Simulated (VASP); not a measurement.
## TaN: single point with PBE

The system is TaN.

```
Ta N
1.0
     0.00000    2.16084    2.16084
     2.16084    0.00000    2.16084
     2.16084    2.16084    0.00000
Ta N
1 1
Cartesian
  2.1608 2.1608 2.1608
  0.0000 0.0000 0.0000
```

```json
{
  "Program": "VASP 6.6.1",
  "Task": "single point",
  "Functional": "PBE",
  "Potentials or basis": "VASP PAW PBE potentials, release 64 (Ta_pv, N)",
  "Cutoff": "520 eV",
  "k mesh": "16 × 16 × 16",
  "Occupations": "gaussian, width 0.1 eV",
  "Spin": "no spin polarisation",
  "Dipole correction": "no",
  "Further INCAR settings": "ALGO = Normal; EDIFF = 1e-07; NBANDS = 15"
}
```

```
Pressure               : 26.1 GPa
Band gap on the k mesh : zero (band 8 reaches 12.22 eV, above the bottom of band 9 at 7.90 eV)
```

Levels at points of the mesh, in eV from the Fermi level:
```tsv
k point	band 6	band 7	band 8	band 9	band 10	band 11
(0.00, 0.00, 0.00)	-3.97	-3.97	-2.25	-2.25	-2.25	0.08
(0.50, 0.00, 0.00)	-7.97	-7.97	2.08	2.08	2.17	4.01
(0.50, 0.50, 0.00)	-5.83	-4.76	-4.76	2.30	3.86	3.86
```

Run time: 26 s on 1 thread of Intel(R) Xeon(R) 6975P-C (Granite Rapids), with other jobs on the host, peak memory 0.16 GiB.

Caveat: spin-orbit coupling is left out, which moves the levels of the heavy elements.
